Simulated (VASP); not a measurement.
Write the native input for VASP 6.6.1 that does the following.

| Item | Value |
| --- | --- |
| Task | single point |
| Functional | PBE |
| Potentials or basis | VASP PAW PBE potentials, release 64 (Si, Ge_d) |
| Cutoff | 520 eV |
| k mesh | 4 × 4 × 6 |
| Occupations | gaussian, width 0.1 eV |
| Spin | no spin polarisation |
| Dipole correction | no |
| Further INCAR settings | ALGO = Normal; EDIFF = 1e-06; NBANDS = 38 |

The structure of SiGe4 lies in POSCAR:

```
SiGe4
1.0
    2.3664247225     -5.0966560338      0.0000000000
    2.3664247225      5.0966560338      0.0000000000
    0.0000000000      0.0000000000      5.5409047983
Si Ge
1 4
Direct
    0.0000000000      0.0000000000      0.0000000000
    0.5000000000      0.5000000000      0.7265539023
    0.5000000000      0.5000000000      0.2734460977
    0.6988804106      0.3011195894      0.0000000000
    0.3011195894      0.6988804106      0.0000000000
```

These files were run (other wordings do the same):

INCAR

```
PREC     = Accurate       # precision mode
ENCUT    = 520            # plane-wave cutoff, eV
EDIFF    = 1E-6           # SCF threshold, eV
ISMEAR   = 0              # smearing method
SIGMA    = 0.1            # smearing width, eV
LREAL    = False          # projectors in reciprocal space
LASPH    = True           # aspherical terms in the spheres
NELM     = 100            # most SCF steps
ALGO     = Normal         # electronic algorithm
ISIF     = 2              # what is computed and relaxed
LWAVE    = False          # write WAVECAR
LCHARG   = False          # write CHGCAR
GGA      = PE             # functional
NBANDS   = 38             # bands
```

KPOINTS

```
regular mesh
0
Gamma
  4 4 6
```

Potentials or basis: VASP PAW PBE potentials, release 64 (Si, Ge_d).

Run with:

```sh
$ cat potpaw_PBE.64/Si/POTCAR potpaw_PBE.64/Ge_d/POTCAR > POTCAR
$ mpirun -np 1 vasp_std > vasp.out
```

Results of the run:

```json
{"Pressure": "0.2 GPa", "Largest force": "0.030 eV/Å", "Band gap on the k mesh": "zero (band 30 reaches 4.77 eV, above the bottom of band 31 at 3.13 eV)"}
```

Caveat: the k points lie up to 0.37 Å⁻¹ apart.

Run time: 2 min on 1 thread of Intel(R) Xeon(R) Platinum 8259CL CPU @ 2.50GHz (Skylake/Cascade Lake), on a shared host, peak memory 0.31 GiB.
